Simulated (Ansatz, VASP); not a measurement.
# Hf in VASP and in Ansatz

The input INCAR:

```
  PREC = Accurate
  ENCUT = 520
  EDIFF = 1E-7
  ISMEAR = 0
  SIGMA = 0.15
  LREAL = False
  LASPH = True
  NELM = 100
  ALGO = Fast
  ISIF = 2
  LWAVE = False
  LCHARG = True
  GGA = PE
  LELF = True
  LVHAR = True
  NBANDS = 17
```

File KPOINTS:

```
regular mesh
0
Gamma
  18 18 10
```

Contents of POSCAR:

```
Hf
1.0
    3.1966985242      0.0000000000      0.0000000000
   -1.5983492621      2.7684221302      0.0000000000
    0.0000000000      0.0000000000      5.0578000000
Hf
2
Direct
    0.4146070660      0.8292141319      0.2500000000
    0.6666666667      0.3333333333      0.7500000000
```

Input for Ansatz:

```yaml
crystal:
  lattice:
    - [3.1966985242, 0.0, 0.0]
    - [-1.5983492621, 2.7684221302, 0.0]
    - [0.0, 0.0, 5.0578]
  atoms:
    - { symbol: Hf, position: [0.414607066, 0.8292141319, 0.25] }
    - { symbol: Hf, position: [0.6666666667, 0.3333333333, 0.75] }
basis:
  ecutwfc: 420
kpoints:
  mp_grid: { grid: [18, 18, 10] }
hamiltonian:
  xc: pbe
scf:
  occupations: { method: gaussian, width: 0.15 }
output:
  forces: true
  stress: true
  eigenvalues: true
```

Alike in both runs: task single point; functional PBE; k mesh 18 × 18 × 10; occupations gaussian, width 0.15 eV; no spin polarisation.

|  | VASP | Ansatz |
| --- | --- | --- |
| version | VASP 6.6.1 | Ansatz 0.2.0 |
| potentials or method | VASP PAW PBE potentials, release 64 (Hf_pv), cutoff 520 eV | scalar-relativistic, plane waves, PAW |
| valence electrons in the cell | 20 | 52 |

```csv
,VASP,Ansatz,Ansatz less VASP
gap on the k mesh at the Fermi level (eV),none,none,-
pressure (GPa),-0.2,0.2,+0.42
"traceless stress, the component that is largest in VASP (GPa)",-5.70,-5.80,-0.092
rms of the force components (eV/Å),0.471,0.472,+0.0009
```

Atom by atom the forces differ by 0.001 eV/Å (rms over components). A gap of «none» marks a metal or a gap that the smearing closes. VASP's potentials hold 20 valence electrons a cell and Ansatz's 52, so a difference there can come from the potentials and not from the codes.

Neither program's run includes spin-orbit coupling.
